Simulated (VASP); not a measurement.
Input of a VASP 6.6.1 run:

File POSCAR:

```
SiC
1.0
    0.0000000000      2.2290187726      2.2290187726
    2.2290187726      0.0000000000      2.2290187726
    2.2290187726      2.2290187726      0.0000000000
Si C
1 1
Direct
    0.0000000000      0.0000000000      0.0000000000
    0.2500000000      0.2500000000      0.2500000000
```

The input INCAR.step1:

```
ALGO     = Normal         # electronic algorithm
EDIFF    = 1E-4           # SCF threshold, eV
ENCUT    = 520            # plane-wave cutoff, eV
GGA      = PE             # functional
ISMEAR   = 0              # smearing method
LASPH    = True           # aspherical terms in the spheres
LCHARG   = False          # write CHGCAR
LREAL    = False          # projectors in reciprocal space
LWAVE    = True           # write WAVECAR
NBANDS   = 11             # bands
NELM     = 80             # most SCF steps
PREC     = Accurate       # precision mode
SIGMA    = 0.01           # smearing width, eV
```

File INCAR.step2:

```
ALGO     = Normal         # electronic algorithm
EDIFF    = 1E-7           # SCF threshold, eV
ENCUT    = 520            # plane-wave cutoff, eV
ISIF     = 2              # what is computed and relaxed
ISMEAR   = 0              # smearing method
ISTART   = 1            
LASPH    = True           # aspherical terms in the spheres
LCHARG   = False          # write CHGCAR
LMIXTAU  = True         
LREAL    = False          # projectors in reciprocal space
LWAVE    = False          # write WAVECAR
METAGGA  = R2SCAN         # meta-GGA
NBANDS   = 11             # bands
NELM     = 80             # most SCF steps
PREC     = Accurate       # precision mode
SIGMA    = 0.01           # smearing width, eV
```

KPOINTS

```
k-points
0
Gamma
  10 10 10
```

Potentials or basis: VASP PAW PBE potentials, release 64 (Si, C).

Command:

```console
$ cat potpaw_PBE.64/Si/POTCAR potpaw_PBE.64/C/POTCAR > POTCAR
$ cp INCAR.step1 INCAR
$ mpirun -np 1 vasp_std > vasp.out
$ cp INCAR.step2 INCAR
$ mpirun -np 1 vasp_std > vasp.out
```

Task: Estimate the band gap on the k mesh.

Result: 1.76 eV, indirect (least direct gap 4.97 eV).

Task: Predict the pressure.

Result: -13.9 GPa.

Caveat: the cell differs from its parent crystal (strain +2.3%); the PAW data sets were made with another functional, which shifts forces and pressure a little. A k mesh can miss the band edges.
